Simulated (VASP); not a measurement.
A run of VASP 6.6.1 is set up as follows.

Contents of POSCAR:

```
W
1.0
   -1.5848038465      1.5848038465      1.5848038465
    1.5848038465     -1.5848038465      1.5848038465
    1.5848038465      1.5848038465     -1.5848038465
W
1
Direct
    0.0000000000      0.0000000000      0.0000000000
```

The input INCAR.step1:

```
SYSTEM = W
PREC = Accurate
ENCUT = 520
ISMEAR = 1
SIGMA = 0.03
LREAL = .FALSE.
LASPH = .TRUE.
NELM = 80
NBANDS = 13
GGA = PE
ALGO = Normal
EDIFF = 1E-4
LWAVE = .TRUE.
LCHARG = .FALSE.
```

Contents of INCAR.step2:

```
SYSTEM = W
PREC = Accurate
ENCUT = 520
EDIFF = 1E-7
ISMEAR = 1
SIGMA = 0.03
LREAL = .FALSE.
LASPH = .TRUE.
NELM = 80
ALGO = Normal
ISIF = 2
LWAVE = .FALSE.
LCHARG = .TRUE.
METAGGA = R2SCAN
LMIXTAU = .TRUE.
LELF = .TRUE.
LVHAR = .TRUE.
NBANDS = 13
ISTART = 1
```

File KPOINTS:

```
regular mesh
0
G
  14 14 14
  0 0 0
```

Potentials or basis: VASP PAW PBE potentials, release 64 (W_sv).

Run with:

```console
$ cat potpaw_PBE.64/W_sv/POTCAR > POTCAR
$ cp INCAR.step1 INCAR
$ mpirun -np 1 vasp_std > vasp.out
$ cp INCAR.step2 INCAR
$ mpirun -np 1 vasp_std > vasp.out
```

(1) Predict the band gap on the k mesh.

(2) Predict the pressure.

Results:

(1) zero (bands 7 and 8 overlap by 6.58 eV).

(2) 1.4 GPa.

Caveat: the PAW data sets were made with another functional, which shifts forces and pressure a little; spin-orbit coupling is left out, which moves the levels of the heavy elements.
